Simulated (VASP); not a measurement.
Input of a VASP 6.6.1 run:

Contents of INCAR:

```
PREC = Accurate
ENCUT = 520
EDIFF = 1E-7
ISMEAR = 0
SIGMA = 0.05
LREAL = False
LASPH = True
NELM = 80
ALGO = Normal
ISIF = 2
LWAVE = False
LCHARG = True
GGA = PE
LELF = True
LVHAR = True
NBANDS = 16
```

File KPOINTS:

```
Automatic mesh
0
Gamma
  14 14 14
```

POSCAR

```
InP
1.0
    0.0000000000      2.7325796837      2.7325796837
    2.7325796837      0.0000000000      2.7325796837
    2.7325796837      2.7325796837      0.0000000000
In P
1 1
Direct
    0.0000000000      0.0000000000      0.0000000000
    0.5000000000      0.5000000000      0.5000000000
```

Potentials or basis: VASP PAW PBE potentials, release 64 (In_d, P).

The run is started by

```console
$ cat potpaw_PBE.64/In_d/POTCAR potpaw_PBE.64/P/POTCAR > POTCAR
$ mpirun -np 1 vasp_std > vasp.out
```

Q: What does it give for the band gap on the k mesh?

A: Zero (bands 9 and 10 overlap by 2.77 eV).

Q: Predict the pressure.

A: 3.3 GPa.

Caveat: the cell stands under pressure; spin-orbit coupling is left out, which moves the levels of the heavy elements.
